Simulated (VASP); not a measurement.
# SnPb3Se4 (Cmmm) in VASP: notebook

The runs below take SnPb3Se4 through band structure, with PBEsol.

All numbers are computed with VASP 6.6.1; they aren't measurements. Logs are shortened: lines on timing, memory, paths and dates and some standing lists are left out, and cuts for length are marked.

## 1. The cell of the first run

Symmetry: Cmmm, No. 65, orthorhombic system. Conventional cell: a = 8.579 Å, b = 12.133 Å, c = 4.290 Å, α = 90.00°, β = 90.00°, γ = 90.00°. Within 3.9 Å of Sn (site symmetry mmm) lie 6 Se at 3.00 Å. Pb (site symmetry 2/m) has 6 Se at 3.03 Å within 4.0 Å. Within 4.0 Å of Pb (site symmetry mmm) lie 6 Se at 3.07 Å. Se (site symmetry m2m) has 1 Sn at 3.00 Å and 5 Pb at 3.03 to 3.07 Å within 3.9 Å. Se (site symmetry 2mm) has 2 Sn at 3.00 Å and 4 Pb at 3.03 to 3.07 Å within 4.0 Å.

## 2. Band structure, PBEsol

The input, INCAR:

```
PREC = Accurate
ENCUT = 520
EDIFF = 1E-7
ISMEAR = 0
SIGMA = 0.03
LREAL = False
LASPH = True
NELM = 80
ALGO = Normal
ISIF = 2
LWAVE = False
LCHARG = False
GGA = PS
NBANDS = 94
ICORELEVEL = 1
KPAR = 4
```

The input, KPOINTS:

```
regular mesh
0
Gamma
  6 6 6
```

The input, POSCAR:

```
SnPb3Se4                                
1.0
    0.0000000000      6.0669884640     -6.0669884640
   -6.0663739144      0.0003141802     -6.0666742838
   -6.0663739144      6.0666742838     -0.0003141802
  Sn              Pb              Se            
     2     6     8
Direct
     0.5000000000000000    0.5000000000000000    0.0000000000000000
     0.0000000000000000    0.5000000000000000    0.0000000000000000
     0.5000000000000000    0.0000000000000000    0.0000000000000000
     0.0000000000000000    0.0000000000000000    0.0000000000000000
     0.5000000000000000    0.5000000000000000    0.5000000000000000
     0.0000000000000000    0.5000000000000000    0.5000000000000000
     0.5000000000000000    0.0000000000000000    0.5000000000000000
     0.0000000000000000    0.0000000000000000    0.5000000000000000
     0.7527613302037963    0.7472386697962037    0.2472386697962037
     0.2527613302037963    0.7472386697962037    0.2472386697962037
     0.7500000000000000    0.2555094404725438    0.2444905595274562
     0.2500000000000000    0.2555094404725438    0.2444905595274562
     0.7500000000000000    0.7444905595274562    0.7555094404725438
     0.2500000000000000    0.7444905595274562    0.7555094404725438
     0.7472386697962037    0.2527613302037963    0.7527613302037963
     0.2472386697962037    0.2527613302037963    0.7527613302037963
```

The input, KPOINTS_OPT:

```
explicit points
6
Reciprocal
 0.0000000000  0.0000000000  0.0000000000 1
 0.3750000000  0.3750000000  0.7500000000 1
 0.5000000000  0.5000000000  0.5000000000 1
 0.6250000000  0.2500000000  0.6250000000 1
 0.5000000000  0.2500000000  0.7500000000 1
 0.5000000000  0.0000000000  0.5000000000 1
```

Potentials or basis: VASP PAW PBE potentials, release 64 (Sn_d, Pb_d, Se).

Command:

```
$ cat potpaw_PBE.64/Sn_d/POTCAR potpaw_PBE.64/Pb_d/POTCAR potpaw_PBE.64/Se/POTCAR > POTCAR
$ mpirun -np 4 vasp_std > vasp.out
```

OUTCAR:

```text
PREC = Accurate
   ENCUT = 520
   EDIFF = 1E-7
   ISMEAR = 0
   LREAL = False
   LASPH = True
   NELM = 80
   ISIF = 2
   GGA = PS

 ion  position               nearest neighbor table
   1  0.500  0.500  0.000-  10 3.00  15 3.00  12 3.00  13 3.00  14 3.00  11 3.00
   2  0.000  0.500  0.000-   9 3.00  16 3.00  12 3.00  13 3.00  14 3.00  11 3.00
   3  0.500  0.000  0.000-   9 3.03  10 3.03  15 3.03  16 3.03  12 3.03  13 3.03
   4  0.000  0.000  0.000-   9 3.03  10 3.03  15 3.03  16 3.03  11 3.03  14 3.03
   5  0.500  0.500  0.500-   9 3.03  16 3.03  15 3.03  10 3.03  11 3.03  14 3.03
   6  0.000  0.500  0.500-  10 3.03  15 3.03   9 3.03  16 3.03  12 3.03  13 3.03
[... 8 lines left out ...]
  15  0.747  0.253  0.753-   1 3.00   3 3.03   4 3.03   6 3.03   5 3.03   8 3.07
  16  0.247  0.253  0.753-   2 3.00   3 3.03   4 3.03   5 3.03   6 3.03   7 3.07

  LATTYP: Found a body centered orthorhombic cell.
 ALAT       =     8.5791287328
 B/A-ratio  =     1.0001035811
 C/A-ratio  =     1.4142167820

  Lattice vectors:

 A1 = (   6.0663739144,   6.0666742838,  -0.0003141802)
 A2 = (   6.0663739144,  -6.0666742838,   0.0003141802)
 A3 = (  -6.0663739144,   0.0003141802,  -6.0666742838)

Analysis of symmetry for initial positions (statically):
=====================================================================
 Subroutine PRICEL returns following result:

  LATTYP: Found a base centered orthorhombic cell.
 ALAT       =     8.5791287328
 B/A-ratio  =     1.4142167820
 C/A-ratio  =     0.5000517906

  Lattice vectors:

 A1 = (   6.0663739144,  -3.0331800518,  -3.0331800518)
 A2 = (  -6.0663739144,  -3.0331800518,  -3.0331800518)
 A3 = (   0.0000000000,   3.0334942320,  -3.0334942320)

   2 primitive cells build up your supercell.

 Routine SETGRP: Setting up the symmetry group for a
 body centered orthorhombic supercell.

 Subroutine GETGRP returns: Found  8 space group operations
 (whereof  4 operations were pure point group operations)
 out of a pool of  8 trial point group operations.

The static configuration has the point symmetry C_2h.
 The point group associated with its full space group is D_2h.

Analysis of symmetry for dynamics (positions and initial velocities):
=====================================================================
 Subroutine PRICEL returns following result:

  LATTYP: Found a base centered orthorhombic cell.
 ALAT       =     8.5791287328
 B/A-ratio  =     1.4142167820
 C/A-ratio  =     0.5000517906

  Lattice vectors:

 A1 = (   6.0663739144,  -3.0331800518,  -3.0331800518)
 A2 = (  -6.0663739144,  -3.0331800518,  -3.0331800518)
 A3 = (   0.0000000000,   3.0334942320,  -3.0334942320)

   2 primitive cells build up your supercell.

 Routine SETGRP: Setting up the symmetry group for a
 body centered orthorhombic supercell.

 Subroutine GETGRP returns: Found  8 space group operations
 (whereof  4 operations were pure point group operations)
 out of a pool of  8 trial point group operations.

The dynamic configuration has the point symmetry C_2h.
 The point group associated with its full space group is D_2h.

 Subroutine INISYM returns: Found  8 space group operations
 (whereof  4 operations are pure point group operations),
 and found     2 'primitive' translations

----------------------------------------------------------------------------------------

                                     Primitive cell

  volume of cell :     223.2701

  direct lattice vectors                    reciprocal lattice vectors
     6.066373914 -3.033180052 -3.033180052     0.082421560 -0.082421747 -0.082421747
    -6.066373914 -3.033180052 -3.033180052    -0.082421560 -0.082421747 -0.082421747
     0.000000000  3.033494232 -3.033494232     0.000000000  0.164826422 -0.164826422

  length of vectors
     7.429754701  7.429754701  4.290008684     0.142758546  0.142758546  0.233099761

[... 85 lines left out ...]
   ICHARG =      2    charge: 1-file 2-atom 10-const
   ISPIN  =      1    spin polarized calculation?
   LNONCOLLINEAR =      F non collinear calculations
   LSORBIT =      F    spin-orbit coupling
   LASPH  =      T    aspherical Exc in radial PAW
   ENCUT  =  520.0 eV  38.22 Ry    6.18 a.u.  15.95 15.95 15.95*2*pi/ulx,y,z
   NELM   =     80;   NELMIN=  2; NELMDL= -5     # of ELM steps
   EDIFF  = 0.1E-06   stopping-criterion for ELM
   LREAL  =      F    real-space projection
   EDIFFG = 0.1E-05   stopping-criterion for IOM
   NSW    =      0    number of steps for IOM
   IBRION =     -1    ionic relax: 0-MD 1-quasi-New 2-CG
   NFREE  =      0    steps in history (QN), initial steepest desc. (CG)
   ISIF   =      2    stress and relaxation
   ISYM   =      2    0-nonsym 1-usesym 2-fastsym
   POTIM  = 0.5000    time-step for ionic-motion
   TEBEG  =    0.0;   TEEND  =   0.0 temperature during run
   PSTRESS=    0.0 pullay stress
   NELECT =     160.0000    total number of electrons
   NUPDOWN=      -1.0000    fix difference up-down
   EMIN   =  10.00;   EMAX   =-10.00  energy-range for DOS
   EFERMI =   0.00;   METHOD = LEGACY
   ISMEAR =     0;   SIGMA  =   0.03  broadening in eV -4-tet -1-fermi 0-gaus
   EFERMI_NEDOS =   21; number of points for ismear=-14 and -15
   IALGO  =     38    algorithm
   IMIX   =      4    mixing-type and parameters
     AMIX     =   0.40;   BMIX     =  1.00
     AMIX_MAG =   1.60;   BMIX_MAG =  1.00
  volume/ion in A,a.u.               =      27.91       188.34
  Fermi-wavevector in a.u.,A,eV,Ry     =   1.162772  2.197321 18.395611  1.352039
  Thomas-Fermi vector in A             =   2.299330
   LORBIT       =      0    0 simple, 1 ext, 2 COOP (PROOUT), +10 PAW based schemes
   GGA     = PS    functional components
   LHFCALC =     F    Hartree Fock is set to
   AEXX    =    0.0000 exact exchange contribution
   IVDW    =     0    specifies the selected vdW correction
   LEPSILON=     F    determine dielectric tensor
   LRPA    =     F    only Hartree local field effects (RPA)
 non-spin polarized calculation
 Gauss-broadening in eV      SIGMA  =   0.03
  energy-cutoff  :      520.00
  volume of cell :      446.54
 maximum number of plane-waves:     12054
   NGX = 31   NGY = 31   NGZ = 31

 number of electron     160.0000020 magnetization

 Free energy of the ion-electron system (eV)
  ---------------------------------------------------
  ext. energy  EPLUGINS =         0.00000000
  ---------------------------------------------------
  free energy    TOTEN  =       -71.39596890 eV

  energy without entropy =      -71.39569645  energy(sigma->0) =      -71.39583268

 the core state eigenenergies are
   1-  1s -28997.7237  2s  -4369.1812  2p  -3920.8083  3s   -835.3665  3p   -688.9148
       3d   -463.6310  4s   -124.2148  4p    -79.9878
   2-  1s -28997.7237  2s  -4369.1812  2p  -3920.8083  3s   -835.3665  3p   -688.9148
       3d   -463.6310  4s   -124.2148  4p    -79.9878
   3-  1s -88082.3051  2s -15743.8025  2p -13498.5654  3s  -3772.0557  3p  -3128.5933
       3d  -2473.6448  4s   -846.5860  4p   -635.7936  4d   -392.1813  4f   -123.2137
       5s   -134.3978  5p    -76.0990
   4-  1s -88082.3051  2s -15743.8025  2p -13498.5654  3s  -3772.0557  3p  -3128.5933
       3d  -2473.6448  4s   -846.5860  4p   -635.7936  4d   -392.1813  4f   -123.2137
       5s   -134.3978  5p    -76.0990
   5-  1s -88082.3051  2s -15743.8025  2p -13498.5654  3s  -3772.0557  3p  -3128.5933
       3d  -2473.6448  4s   -846.5860  4p   -635.7936  4d   -392.1813  4f   -123.2137
       5s   -134.3978  5p    -76.0990
   6-  1s -88082.3051  2s -15743.8025  2p -13498.5654  3s  -3772.0557  3p  -3128.5933
       3d  -2473.6448  4s   -846.5860  4p   -635.7936  4d   -392.1813  4f   -123.2137
       5s   -134.3978  5p    -76.0990
   7-  1s -88082.3646  2s -15743.8602  2p -13498.6232  3s  -3772.1112  3p  -3128.6488
       3d  -2473.7006  4s   -846.6380  4p   -635.8452  4d   -392.2326  4f   -123.2646
       5s   -134.4426  5p    -76.1417
   8-  1s -88082.3646  2s -15743.8602  2p -13498.6232  3s  -3772.1112  3p  -3128.6488
       3d  -2473.7006  4s   -846.6380  4p   -635.8452  4d   -392.2326  4f   -123.2646
       5s   -134.4426  5p    -76.1417
   9-  1s -12492.2118  2s  -1595.7237  2p  -1402.0730  3s   -202.3882  3p   -141.8592
       3d    -42.0459
  10-  1s -12492.2118  2s  -1595.7237  2p  -1402.0730  3s   -202.3882  3p   -141.8592
       3d    -42.0459
  11-  1s -12492.2540  2s  -1595.7618  2p  -1402.1117  3s   -202.4206  3p   -141.8915
       3d    -42.0774
  12-  1s -12492.2540  2s  -1595.7618  2p  -1402.1117  3s   -202.4206  3p   -141.8915
       3d    -42.0774
  13-  1s -12492.2540  2s  -1595.7618  2p  -1402.1117  3s   -202.4206  3p   -141.8915
       3d    -42.0774
  14-  1s -12492.2540  2s  -1595.7618  2p  -1402.1117  3s   -202.4206  3p   -141.8915
       3d    -42.0774
  15-  1s -12492.2118  2s  -1595.7237  2p  -1402.0730  3s   -202.3882  3p   -141.8592
       3d    -42.0459
  16-  1s -12492.2118  2s  -1595.7237  2p  -1402.0730  3s   -202.3882  3p   -141.8592
       3d    -42.0459

 E-fermi :   5.3153     XC(G=0):  -9.7999

 val. band max:        5.3052492424   @ k =   0.0000   0.0000   0.0000
 cond. band min:       5.3250974429   @ k =   0.0000   0.0000   0.0000
 fundamental gap:      0.0198482005
 Fermi energy:         5.3153247411

 k-point     1 :       0.0000    0.0000    0.0000
  band No.  band energies     occupation
      1     -16.1356      2.00000
      2     -16.1331      2.00000
      3     -16.1277      2.00000
      4     -16.1239      2.00000
      5     -16.1218      2.00000
      6     -16.1186      2.00000
[... 2269 lines left out ...]
     91       8.5470      0.00000
     92       8.5989      0.00000

 [... further k-points ...]

 [bands above 92 left out]

------------------------ aborting loop because EDIFF is reached ----------------------------------------

  FORCE on cell =-STRESS in cart. coord.  units (eV):
  Direction    XX          YY          ZZ          XY          YZ          ZX
  --------------------------------------------------------------------------------------
  -------------------------------------------------------------------------------------
  Total       -0.0231892     -0.0284008     -0.0284008      0.0000000      0.0246000      0.0000000
  in kB       -0.0832024     -0.1019015     -0.1019015      0.0000000      0.0882642      0.0000000
  external PRESSURE =      -0.0956684 kB  Pullay stress =       0.0000000 kB

 VOLUME and BASIS-vectors are now :
 -----------------------------------------------------------------------------
  energy-cutoff  :      520.00
  volume of cell :      446.54
      direct lattice vectors                 reciprocal lattice vectors
     0.000000000  6.066988464 -6.066988464     0.082421560  0.082413211 -0.082413211
    -6.066373914  0.000314180 -6.066674284    -0.082421560 -0.082421747 -0.082421747
    -6.066373914  6.066674284 -0.000314180    -0.082421560  0.082421747  0.082421747

 POSITION                                       TOTAL-FORCE (eV/Angst)
 -----------------------------------------------------------------------------------
     -3.03319      3.03365     -6.06683         0.000000     -0.000000      0.000000
     -3.03319      0.00016     -3.03334         0.000000     -0.000000      0.000000
      0.00000      3.03349     -3.03349         0.000000     -0.000000      0.000000
      0.00000      0.00000      0.00000         0.000000     -0.000000      0.000000
     -6.06637      6.06699     -6.06699         0.000000     -0.000000      0.000000
     -6.06637      3.03349     -3.03349         0.000000     -0.000000      0.000000
[... 8 lines left out ...]
     -6.09988      9.10033     -6.06715        -0.003397      0.000000     -0.000000
     -6.09988      6.06683     -3.03365        -0.003397      0.000000     -0.000000
 -----------------------------------------------------------------------------------
    total drift:                               -0.000000      0.000000     -0.000000

  FREE ENERGIE OF THE ION-ELECTRON SYSTEM (eV)
  ---------------------------------------------------
  free  energy   TOTEN  =       -71.3959689041 eV

  energy  without entropy=      -71.3956964509  energy(sigma->0) =      -71.39583268
```

Run time: 19 min. Hardware: 4 MPI ranks of Intel Xeon Platinum 8259CL at 2.50GHz (Skylake/Cascade Lake), shared host; peak memory 2.2 GiB.

Results:

```yaml
Free_energy: -71.3960 eV
Pressure: 0.0 GPa
Largest_force: 0.003 eV/Å
Band_gap_on_the_k_mesh: 0.02 eV
Band_gap_along_the_path: 0.02 eV
```

Forces in eV/Å, atoms in the order of the input:
```
Sn   0.000  0.000  0.000
Sn   0.000  0.000  0.000
Pb   0.000  0.000  0.000
Pb   0.000  0.000  0.000
Pb   0.000  0.000  0.000
Pb   0.000  0.000  0.000
Pb   0.000  0.000  0.000
Pb   0.000  0.000  0.000
Se   0.003  0.000  0.000
Se   0.003  0.000  0.000
Se   0.000  0.000  0.000
Se   0.000  0.000  0.000
Se   0.000  0.000  0.000
Se   0.000  0.000  0.000
Se  -0.003  0.000  0.000
Se  -0.003  0.000  0.000
```

Levels at points of the mesh, in eV from the valence-band top:
```
           k point  band 77  band 78  band 79  band 80  band 81  band 82  band 83  band 84
(0.00, 0.00, 0.00)    -0.11    -0.11     0.00     0.00     0.02     0.02     0.26     0.28
(0.50, 0.00, 0.00)    -1.94    -1.94    -1.11    -1.11     2.00     2.00     2.63     2.63
(0.00, 0.50, 0.00)    -1.94    -1.94    -1.16    -1.09     1.86     2.14     2.58     2.61
(0.50, 0.50, 0.00)    -0.95    -0.95    -0.56    -0.56     1.17     1.17     1.21     1.21
(0.00, 0.50, 0.50)    -0.93    -0.93    -0.68    -0.49     1.14     1.14     1.24     1.25
```

Core levels (eV, on the scale of the bands):
```tsv
atom	levels
1 Sn	1s -28997.7, 2s -4369.2, 2p -3920.8, 3s -835.4, 3p -688.9, 3d -463.6, 4s -124.2, 4p -80.0
2 Sn	1s -28997.7, 2s -4369.2, 2p -3920.8, 3s -835.4, 3p -688.9, 3d -463.6, 4s -124.2, 4p -80.0
3 Pb	1s -88082.3, 2s -15743.8, 2p -13498.6, 3s -3772.1, 3p -3128.6, 3d -2473.6, 4s -846.6, 4p -635.8, 4d -392.2, 4f -123.2, 5s -134.4, 5p -76.1
4 Pb	1s -88082.3, 2s -15743.8, 2p -13498.6, 3s -3772.1, 3p -3128.6, 3d -2473.6, 4s -846.6, 4p -635.8, 4d -392.2, 4f -123.2, 5s -134.4, 5p -76.1
5 Pb	1s -88082.3, 2s -15743.8, 2p -13498.6, 3s -3772.1, 3p -3128.6, 3d -2473.6, 4s -846.6, 4p -635.8, 4d -392.2, 4f -123.2, 5s -134.4, 5p -76.1
6 Pb	1s -88082.3, 2s -15743.8, 2p -13498.6, 3s -3772.1, 3p -3128.6, 3d -2473.6, 4s -846.6, 4p -635.8, 4d -392.2, 4f -123.2, 5s -134.4, 5p -76.1
```

Caveat: the PAW data sets were made with another functional, which shifts forces and pressure a little; spin-orbit coupling is left out, which moves the levels of the heavy elements.

## 3. Band structure, PBEsol, spin-orbit coupling, no magnetisation

Changes to INCAR since step 2:

```diff
@@ -12,5 +12,8 @@
 LCHARG = False
+MAGMOM = 0 0 0 0 0 0 0 0 0 0 0 0 0 0 0 0 0 0 0 0 0 0 0 0 0 0 0 0 0 0 0 0 0 0 0 0 0 0 0 0 0 0 0 0 0 0 0 0
+LORBIT = 11
+LSORBIT = True
+GGA_COMPAT = False
 GGA = PS
-NBANDS = 94
-ICORELEVEL = 1
+NBANDS = 188
 KPAR = 4
```

The input, KPOINTS:

```
regular mesh
0
Gamma
  4 4 4
```

POSCAR is that of step 2.

KPOINTS_OPT is that of step 2.

Potentials or basis: VASP PAW PBE potentials, release 64 (Sn_d, Pb_d, Se).

Command:

```
$ cat potpaw_PBE.64/Sn_d/POTCAR potpaw_PBE.64/Pb_d/POTCAR potpaw_PBE.64/Se/POTCAR > POTCAR
$ mpirun -np 4 vasp_ncl > vasp.out
```

It took 48 min on 4 MPI ranks of Intel Xeon Platinum 8259CL at 2.50GHz (Skylake/Cascade Lake), shared host; peak memory 3.7 GiB.

Results (log left out):

| Property | Result |
| --- | --- |
| Free energy | -74.1661 eV |
| Pressure | -0.4 GPa |
| Largest force | 0.032 eV/Å |
| Valence electrons inside the program's atomic spheres | Sn 12.04; Pb 11.87; Se 3.79 |

Forces on the atoms (eV/Å):
```
Sn   0.000  0.000  0.000
Sn   0.000  0.000  0.000
Pb   0.000  0.000  0.000
Pb   0.000  0.000  0.000
Pb   0.000  0.000  0.000
Pb   0.000  0.000  0.000
Pb   0.000  0.000  0.000
Pb   0.000  0.000  0.000
Se   0.026  0.000  0.000
Se   0.026  0.000  0.000
Se   0.000 -0.022 -0.022
Se   0.000 -0.022 -0.022
Se   0.000  0.022  0.022
Se   0.000  0.022  0.022
Se  -0.026  0.000  0.000
Se  -0.026  0.000  0.000
```

Caveat: the PAW data sets were made with another functional, which shifts forces and pressure a little.
